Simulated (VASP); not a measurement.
# Be3Cd2Te (R-3m) in VASP: notebook

Runs on Be3Cd2Te. Level: PBE. Tasks: single point.

All numbers are computed with VASP 6.6.1; they aren't measurements. Logs are shortened: lines on timing, memory, paths and dates and some standing lists are left out, and cuts for length are marked.

## 1. The cell of the first run

Symmetry: R-3m, No. 166, trigonal system. Conventional cell: a = 5.279 Å, b = 5.279 Å, c = 12.647 Å, α = 90.00°, β = 90.00°, γ = 120.00°. Be (site symmetry 2/m) has 2 Te at 2.60 Å and 4 Be at 2.64 Å and 6 Cd at 3.06 to 3.07 Å within 3.4 Å. Cd (site symmetry 3m) has 9 Be at 3.06 to 3.07 Å and 3 Te at 3.10 Å and 4 Cd at 3.12 to 3.24 Å within 4.0 Å. Te (site symmetry -3m) has 6 Be at 2.60 Å and 6 Cd at 3.10 Å within 3.4 Å.

The cell was generated, and may not be a known phase.

## 2. Single point, PBE

Contents of INCAR:

```
SYSTEM = Be3Cd2Te
  PREC = Accurate
  ENCUT = 520
  EDIFF = 1E-7
  ISMEAR = 0
  SIGMA = 0.1
  LREAL = .FALSE.
  LASPH = .TRUE.
  NELM = 80
  ALGO = Normal
  ISIF = 2
  LWAVE = .FALSE.
  LCHARG = .FALSE.
  GGA = PE
  NBANDS = 27
```

Contents of KPOINTS:

```
Automatic mesh
0
G
  6 6 6
  0 0 0
```

Contents of POSCAR:

```
Be3Cd2Te
1.0
    2.6396583700      1.5240074700      4.2157044500
   -2.6396583700      1.5240074700      4.2157044500
    0.0000000000     -3.0480149400      4.2157044500
Be Cd Te
3 2 1
Direct
    0.0000000000      0.5000000000      0.0000000000
    0.5000000000      0.0000000000      0.0000000000
    0.0000000000      0.0000000000      0.5000000000
    0.6234436000      0.6234436000      0.6234436000
    0.3765564000      0.3765564000      0.3765564000
    0.0000000000      0.0000000000      0.0000000000
```

Potentials or basis: VASP PAW PBE potentials, release 64 (Be, Cd, Te).

Command:

```console
$ cat potpaw_PBE.64/Be/POTCAR potpaw_PBE.64/Cd/POTCAR potpaw_PBE.64/Te/POTCAR > POTCAR
$ mpirun -np 1 vasp_std > vasp.out
```

OUTCAR:

```text
SYSTEM = Be3Cd2Te
   PREC = Accurate
   ENCUT = 520
   EDIFF = 1E-7
   ISMEAR = 0
   LREAL = .FALSE.
   LASPH = .TRUE.
   NELM = 80
   ISIF = 2
   GGA = PE

 ion  position               nearest neighbor table
   1  0.000  0.500  0.000-   6 2.60   6 2.60   4 3.06   5 3.06   4 3.07   5 3.07   4 3.07   5 3.07

   2  0.500  0.000  0.000-   6 2.60   6 2.60   4 3.06   5 3.06   4 3.07   5 3.07   5 3.07   4 3.07

   3  0.000  0.000  0.500-   6 2.60   6 2.60   4 3.06   5 3.06   4 3.07   4 3.07   5 3.07   5 3.07

   4  0.623  0.623  0.623-   3 3.06   2 3.06   1 3.06   1 3.07   2 3.07   2 3.07   1 3.07   3 3.07
                             3 3.07   6 3.10   6 3.10   6 3.10   5 3.12   5 3.24   5 3.24   5 3.24
   5  0.377  0.377  0.377-   3 3.06   2 3.06   1 3.06   2 3.07   1 3.07   2 3.07   1 3.07   3 3.07
                             3 3.07   6 3.10   6 3.10   6 3.10   4 3.12   4 3.24   4 3.24   4 3.24
   6  0.000  0.000  0.000-   3 2.60   3 2.60   1 2.60   2 2.60   1 2.60   2 2.60   4 3.10   5 3.10
                             4 3.10   5 3.10   4 3.10   5 3.10

  LATTYP: Found a trigonal (rhomboedric) cell.
 ALAT       =     5.2021686909
 COS(alpha) =     0.4850600575

  Lattice vectors:

 A1 = (   2.6396583700,   1.5240074700,   4.2157044500)
 A2 = (  -2.6396583700,   1.5240074700,   4.2157044500)
 A3 = (   0.0000000000,  -3.0480149400,   4.2157044500)

Analysis of symmetry for initial positions (statically):
=====================================================================
 Subroutine PRICEL returns:
 Original cell was already a primitive cell.

 Routine SETGRP: Setting up the symmetry group for a
 trigonal (rhombohedral) supercell.

 Subroutine GETGRP returns: Found 12 space group operations
 (whereof 12 operations were pure point group operations)
 out of a pool of 12 trial point group operations.

The static configuration has the point symmetry D_3d.

Analysis of symmetry for dynamics (positions and initial velocities):
=====================================================================
 Subroutine PRICEL returns:
 Original cell was already a primitive cell.

 Routine SETGRP: Setting up the symmetry group for a
 trigonal (rhombohedral) supercell.

 Subroutine GETGRP returns: Found 12 space group operations
 (whereof 12 operations were pure point group operations)
 out of a pool of 12 trial point group operations.

The dynamic configuration has the point symmetry D_3d.

 Subroutine INISYM returns: Found 12 space group operations
 (whereof 12 operations are pure point group operations),
 and found     1 'primitive' translations
[... 107 lines left out ...]
   IBRION =     -1    ionic relax: 0-MD 1-quasi-New 2-CG
   NFREE  =      0    steps in history (QN), initial steepest desc. (CG)
   ISIF   =      2    stress and relaxation
   ISYM   =      2    0-nonsym 1-usesym 2-fastsym
   POTIM  = 0.5000    time-step for ionic-motion
   TEBEG  =    0.0;   TEEND  =   0.0 temperature during run
   PSTRESS=    0.0 pullay stress
   NELECT =      36.0000    total number of electrons
   NUPDOWN=      -1.0000    fix difference up-down
   EMIN   =  10.00;   EMAX   =-10.00  energy-range for DOS
   EFERMI =   0.00;   METHOD = LEGACY
   ISMEAR =     0;   SIGMA  =   0.10  broadening in eV -4-tet -1-fermi 0-gaus
   EFERMI_NEDOS =   21; number of points for ismear=-14 and -15
   IALGO  =     38    algorithm
   IMIX   =      4    mixing-type and parameters
     AMIX     =   0.40;   BMIX     =  1.00
     AMIX_MAG =   1.60;   BMIX_MAG =  1.00
  volume/ion in A,a.u.               =      16.96       114.45
  Fermi-wavevector in a.u.,A,eV,Ry     =   1.157862  2.188043 18.240585  1.340645
  Thomas-Fermi vector in A             =   2.294470
   LORBIT       =      0    0 simple, 1 ext, 2 COOP (PROOUT), +10 PAW based schemes
   GGA     = PE    functional components
   LHFCALC =     F    Hartree Fock is set to
   AEXX    =    0.0000 exact exchange contribution
   IVDW    =     0    specifies the selected vdW correction
   LEPSILON=     F    determine dielectric tensor
   LRPA    =     F    only Hartree local field effects (RPA)
 non-spin polarized calculation
 Gauss-broadening in eV      SIGMA  =   0.10
  energy-cutoff  :      520.00
  volume of cell :      101.76
 maximum number of plane-waves:      2758
 NGX is ok and might be reduce to    40
   NGX = 19   NGY = 19   NGZ = 19

 number of electron      35.9999996 magnetization

 Free energy of the ion-electron system (eV)
  ---------------------------------------------------
  ext. energy  EPLUGINS =         0.00000000
  ---------------------------------------------------
  free energy    TOTEN  =       -11.83298298 eV

  energy without entropy =      -11.82472029  energy(sigma->0) =      -11.82885163

 E-fermi :   5.5578     XC(G=0): -10.4521

 val. band max:        5.5055406227   @ k =   0.1667   0.1667   0.1667
 cond. band min:       5.5589755688   @ k =   0.1667  -0.0000  -0.0000
 fundamental gap:      0.0534349461
 Fermi energy:         5.5578014271

 k-point     1 :       0.0000    0.0000    0.0000
  band No.  band energies     occupation
      1      -7.9782      2.00000
      2      -3.8765      2.00000
      3      -3.8765      2.00000
      4      -3.6986      2.00000
      5      -3.6986      2.00000
      6      -3.6482      2.00000
[... 709 lines left out ...]
     26      10.9167      0.00000
     27      11.2699      0.00000

 [... further k-points ...]

------------------------ aborting loop because EDIFF is reached ----------------------------------------

  FORCE on cell =-STRESS in cart. coord.  units (eV):
  Direction    XX          YY          ZZ          XY          YZ          ZX
  --------------------------------------------------------------------------------------
  -------------------------------------------------------------------------------------
  Total        1.7687968      1.7687968      0.6789549      0.0000000     -0.0000000      0.0000000
  in kB       27.8504559     27.8504559     10.6904321      0.0000000     -0.0000000      0.0000000
  external PRESSURE =      22.1304480 kB  Pullay stress =       0.0000000 kB

 VOLUME and BASIS-vectors are now :
 -----------------------------------------------------------------------------
  energy-cutoff  :      520.00
  volume of cell :      101.76
      direct lattice vectors                 reciprocal lattice vectors
     2.639658370  1.524007470  4.215704450     0.189418451  0.109360794  0.079069427
    -2.639658370  1.524007470  4.215704450    -0.189418451  0.109360794  0.079069427
     0.000000000 -3.048014940  4.215704450     0.000000000 -0.218721588  0.079069427

 POSITION                                       TOTAL-FORCE (eV/Angst)
 -----------------------------------------------------------------------------------
     -1.31983      0.76200      2.10785         0.000000     -0.000000     -0.000000
      1.31983      0.76200      2.10785         0.000000      0.000000      0.000000
      0.00000     -1.52401      2.10785        -0.000000      0.000000     -0.000000
      0.00000      0.00000      7.88476         0.000000      0.000000     -0.389492
      0.00000      0.00000      4.76235         0.000000     -0.000000      0.389492
      0.00000      0.00000      0.00000         0.000000      0.000000     -0.000000
 -----------------------------------------------------------------------------------
    total drift:                               -0.000000      0.000000     -0.000000

  FREE ENERGIE OF THE ION-ELECTRON SYSTEM (eV)
  ---------------------------------------------------
  free  energy   TOTEN  =       -11.8329829761 eV

  energy  without entropy=      -11.8247202895  energy(sigma->0) =      -11.82885163
```

OSZICAR:

```text
N       E                     dE             d eps       ncg     rms          rms(c)
DAV:   1     0.202682060541E+03    0.20268E+03   -0.16520E+04  1728   0.121E+03
DAV:   2    -0.393962441844E+01   -0.20662E+03   -0.19802E+03  1828   0.295E+02
DAV:   3    -0.125999566973E+02   -0.86603E+01   -0.85963E+01  2172   0.609E+01
DAV:   4    -0.126663487161E+02   -0.66392E-01   -0.66277E-01  1972   0.498E+00
DAV:   5    -0.126671021590E+02   -0.75344E-03   -0.75337E-03  2135   0.635E-01    0.146E+01
DAV:   6    -0.118654144560E+02    0.80169E+00   -0.19545E+00  2016   0.132E+01    0.991E+00
DAV:   7    -0.118355788711E+02    0.29836E-01   -0.46972E-01  2051   0.347E+00    0.389E+00
DAV:   8    -0.118334688243E+02    0.21100E-02   -0.34353E-02  1922   0.173E+00    0.806E-01
DAV:   9    -0.118331094437E+02    0.35938E-03   -0.38012E-03  2059   0.661E-01    0.128E-01
DAV:  10    -0.118330028410E+02    0.10660E-03   -0.10219E-03  1992   0.218E-01    0.457E-02
DAV:  11    -0.118329843032E+02    0.18538E-04   -0.96802E-05  1907   0.507E-02    0.747E-03
DAV:  12    -0.118329836448E+02    0.65843E-06   -0.78012E-06  2218   0.167E-02    0.118E-02
DAV:  13    -0.118329829326E+02    0.71214E-06   -0.10408E-06  1971   0.880E-03    0.745E-03
DAV:  14    -0.118329829761E+02   -0.43480E-07   -0.15990E-07  1380   0.311E-03
   1 F= -.11832983E+02 E0= -.11828852E+02  d E =-.826269E-02
```

stdout:

```text
POSCAR found type information on POSCAR BeCdTe
 POSCAR found :  3 types and       6 ions
 scaLAPACK will be used
 LDA part: xc-table for (Slater+PW92), standard interpolation
 POSCAR, INCAR and KPOINTS ok, starting setup
 FFT: planning ... GRIDC
 FFT: planning ... GRID_SOFT
 FFT: planning ... GRID
 WAVECAR not read
 entering main loop
```

It took 81 s on 1 thread of Intel Xeon Platinum 8488C (Sapphire Rapids), shared host; peak memory 0.29 GiB.

Results:

```yaml
Free_energy: -11.8330 eV
Pressure: 2.2 GPa
Largest_force: 0.389 eV/Å
Band_gap_on_the_k_mesh: zero (bands 18 and 19 overlap by 2.12 eV)
```

Forces in eV/Å, atoms in the order of the input:
```
Be   0.000  0.000  0.000
Be   0.000  0.000  0.000
Be   0.000  0.000  0.000
Cd   0.000  0.000 -0.389
Cd   0.000  0.000  0.389
Te   0.000  0.000  0.000
```

Levels at points of the mesh, in eV from the Fermi level:
```
           k point  band 14  band 15  band 16  band 17  band 18  band 19  band 20  band 21  band 22  band 23
(0.00, 0.00, 0.00)    -4.27    -4.27    -1.80    -0.92    -0.55    -0.55     0.36     0.36     1.44     1.44
(0.50, 0.00, 0.00)    -4.84    -3.94    -2.20    -1.53    -1.00     0.34     1.75     2.20     2.31     2.73
(0.50, 0.50, 0.00)    -5.74    -5.09    -3.91     0.79     1.42     1.45     1.81     1.95     2.88     3.21
(0.50, 0.50, 0.50)    -4.08    -4.08    -2.36    -2.36    -1.38     0.58     0.71     1.76     1.76     2.92
```

Caveat: spin-orbit coupling is left out, which moves the levels of the heavy elements.

## 3. Single point, PBE

This run uses another cell than the first one, of 18.93 Å³/atom.

Contents of INCAR:

```
SYSTEM = Be3Cd2Te
ALGO = Fast ; EDIFF = 1E-7
ENCUT = 520 ; GGA = PE
ISIF = 2 ; ISMEAR = 0
LASPH = .TRUE. ; LCHARG = .FALSE.
LREAL = .FALSE. ; LWAVE = .FALSE.
NBANDS = 27 ; NELM = 100
PREC = Accurate ; SIGMA = 0.1
```

Contents of KPOINTS:

```
k-points
0
G
  12 12 12
  0 0 0
```

Contents of POSCAR:

```
Be3Cd2Te
1.0
    2.1003694935      1.2126488925      7.4338315117
   -2.1003694935      1.2126488925      7.4338315117
    0.0000000000     -2.4252977849      7.4338315117
Be Cd Te
3 2 1
Direct
    0.0000000000      0.5000000000      0.0000000000
    0.5000000000      0.0000000000      0.0000000000
    0.0000000000      0.0000000000      0.5000000000
    0.5839645458      0.5839645458      0.5839645458
    0.4160354542      0.4160354542      0.4160354542
    0.0000000000      0.0000000000      0.0000000000
```

Potentials or basis: VASP PAW PBE potentials, release 64 (Be, Cd, Te).

Command:

```console
$ cat potpaw_PBE.64/Be/POTCAR potpaw_PBE.64/Cd/POTCAR potpaw_PBE.64/Te/POTCAR > POTCAR
$ mpirun -np 1 vasp_std > vasp.out
```

OUTCAR:

```text
SYSTEM = Be3Cd2Te
   EDIFF = 1E-7
   ENCUT = 520
   GGA = PE
   ISIF = 2
   ISMEAR = 0
   LASPH = .TRUE.
   LREAL = .FALSE.
   NELM = 100
   PREC = Accurate

 ion  position               nearest neighbor table
   1  0.000  0.500  0.000-   3 2.10   3 2.10   2 2.10   2 2.10   5 2.81   4 2.81   4 2.81   5 2.81

   2  0.500  0.000  0.000-   3 2.10   3 2.10   1 2.10   1 2.10   5 2.81   4 2.81   4 2.81   5 2.81

   3  0.000  0.000  0.500-   1 2.10   2 2.10   1 2.10   2 2.10   4 2.81   5 2.81   4 2.81   5 2.81

   4  0.584  0.584  0.584-   1 2.81   2 2.81   3 2.81   3 2.81   1 2.81   2 2.81   6 3.05   6 3.05
                             6 3.05   5 3.75
   5  0.416  0.416  0.416-   1 2.81   2 2.81   3 2.81   3 2.81   2 2.81   1 2.81   6 3.05   6 3.05
                             6 3.05   4 3.75
   6  0.000  0.000  0.000-   4 3.05   4 3.05   5 3.05   5 3.05   4 3.05   5 3.05

  LATTYP: Found a trigonal (rhomboedric) cell.
 ALAT       =     7.8194578003
 COS(alpha) =     0.8556994060

  Lattice vectors:

 A1 = (   2.1003694935,   1.2126488925,   7.4338315117)
 A2 = (  -2.1003694935,   1.2126488925,   7.4338315117)
 A3 = (   0.0000000000,  -2.4252977849,   7.4338315117)

Analysis of symmetry for initial positions (statically):
=====================================================================
 Subroutine PRICEL returns:
 Original cell was already a primitive cell.

 Routine SETGRP: Setting up the symmetry group for a
 trigonal (rhombohedral) supercell.

 Subroutine GETGRP returns: Found 12 space group operations
 (whereof 12 operations were pure point group operations)
 out of a pool of 12 trial point group operations.

The static configuration has the point symmetry D_3d.

Analysis of symmetry for dynamics (positions and initial velocities):
=====================================================================
 Subroutine PRICEL returns:
 Original cell was already a primitive cell.

 Routine SETGRP: Setting up the symmetry group for a
 trigonal (rhombohedral) supercell.
[... 136 lines left out ...]
  Thomas-Fermi vector in A             =   2.252731
   LORBIT       =      0    0 simple, 1 ext, 2 COOP (PROOUT), +10 PAW based schemes
   GGA     = PE    functional components
   LHFCALC =     F    Hartree Fock is set to
   AEXX    =    0.0000 exact exchange contribution
   IVDW    =     0    specifies the selected vdW correction
   LEPSILON=     F    determine dielectric tensor
   LRPA    =     F    only Hartree local field effects (RPA)
 non-spin polarized calculation
 RMM-DIIS sequential band-by-band and
 Gauss-broadening in eV      SIGMA  =   0.10
  energy-cutoff  :      520.00
  volume of cell :      113.60
 maximum number of plane-waves:      3090
 NGX is ok and might be reduce to    60
   NGX = 29   NGY = 29   NGZ = 29

 number of electron      36.0000001 magnetization

 Free energy of the ion-electron system (eV)
  ---------------------------------------------------
  ext. energy  EPLUGINS =         0.00000000
  ---------------------------------------------------
  free energy    TOTEN  =       -14.13994320 eV

  energy without entropy =      -14.13232430  energy(sigma->0) =      -14.13613375

 E-fermi :   3.6405     XC(G=0):  -9.7917

 val. band max:        3.6258801258   @ k =  -0.4167  -0.4167   0.1667
 cond. band min:       3.6413532976   @ k =  -0.2500   0.5000   0.1667
 fundamental gap:      0.0154731719
 Fermi energy:         3.6404530851

 k-point     1 :       0.0000    0.0000    0.0000
  band No.  band energies     occupation
      1      -7.8672      2.00000
      2      -5.0166      2.00000
      3      -5.0166      2.00000
      4      -4.9923      2.00000
      5      -4.9081      2.00000
      6      -4.9081      2.00000
[... 709 lines left out ...]
     26      10.2161      0.00000
     27      11.4501      0.00000

 [... further k-points ...]

------------------------ aborting loop because EDIFF is reached ----------------------------------------

  FORCE on cell =-STRESS in cart. coord.  units (eV):
  Direction    XX          YY          ZZ          XY          YZ          ZX
  --------------------------------------------------------------------------------------
  -------------------------------------------------------------------------------------
  Total        0.1312246      0.1312246      0.1310908      0.0000000      0.0000000      0.0000000
  in kB        1.8506786      1.8506786      1.8487920      0.0000000      0.0000000      0.0000000
  external PRESSURE =       1.8500497 kB  Pullay stress =       0.0000000 kB

 VOLUME and BASIS-vectors are now :
 -----------------------------------------------------------------------------
  energy-cutoff  :      520.00
  volume of cell :      113.60
      direct lattice vectors                 reciprocal lattice vectors
     2.100369494  1.212648893  7.433831512     0.238053353  0.137440167  0.044840044
    -2.100369494  1.212648893  7.433831512    -0.238053353  0.137440167  0.044840044
     0.000000000 -2.425297785  7.433831512     0.000000000 -0.274880335  0.044840044

 POSITION                                       TOTAL-FORCE (eV/Angst)
 -----------------------------------------------------------------------------------
     -1.05018      0.60632      3.71692         0.000000      0.000000     -0.000000
      1.05018      0.60632      3.71692        -0.000000      0.000000     -0.000000
      0.00000     -1.21265      3.71692         0.000000      0.000000     -0.000000
      0.00000      0.00000     13.02328         0.000000     -0.000000     -0.001069
      0.00000      0.00000      9.27821         0.000000      0.000000      0.001069
      0.00000      0.00000      0.00000         0.000000      0.000000     -0.000000
 -----------------------------------------------------------------------------------
    total drift:                               -0.000000     -0.000000      0.000000

  FREE ENERGIE OF THE ION-ELECTRON SYSTEM (eV)
  ---------------------------------------------------
  free  energy   TOTEN  =       -14.1399432007 eV

  energy  without entropy=      -14.1323242966  energy(sigma->0) =      -14.13613375
```

It took 27 min on 1 thread of Intel Xeon Platinum 8488C (Sapphire Rapids), shared host; peak memory 0.89 GiB.

What came out:

```
Free energy            : -14.1399 eV
Pressure               : 0.2 GPa
Band gap on the k mesh : zero (bands 18 and 19 overlap by 1.17 eV)
```

Levels at points of the mesh, in eV from the Fermi level:
| k point | band 14 | band 15 | band 16 | band 17 | band 18 | band 19 | band 20 | band 21 | band 22 | band 23 |
| --- | --- | --- | --- | --- | --- | --- | --- | --- | --- | --- |
| (0.00, 0.00, 0.00) | -1.82 | -0.53 | -0.49 | -0.49 | 0.84 | 0.84 | 1.13 | 4.68 | 4.81 | 4.81 |
| (0.50, 0.00, 0.00) | -4.14 | -2.98 | -2.10 | -1.58 | -1.36 | -0.07 | 1.41 | 2.54 | 3.51 | 4.64 |
| (0.50, 0.50, 0.00) | -4.71 | -1.72 | -1.71 | -1.68 | -0.95 | 0.34 | 0.78 | 0.92 | 3.08 | 4.48 |
| (0.50, 0.50, 0.50) | -3.20 | -1.80 | -0.26 | -0.26 | 0.44 | 0.44 | 2.61 | 3.90 | 5.03 | 5.03 |

Caveat: spin-orbit coupling is left out, which moves the levels of the heavy elements.

The gap in the log of VASP goes by the Fermi energy; the results here count the filled bands.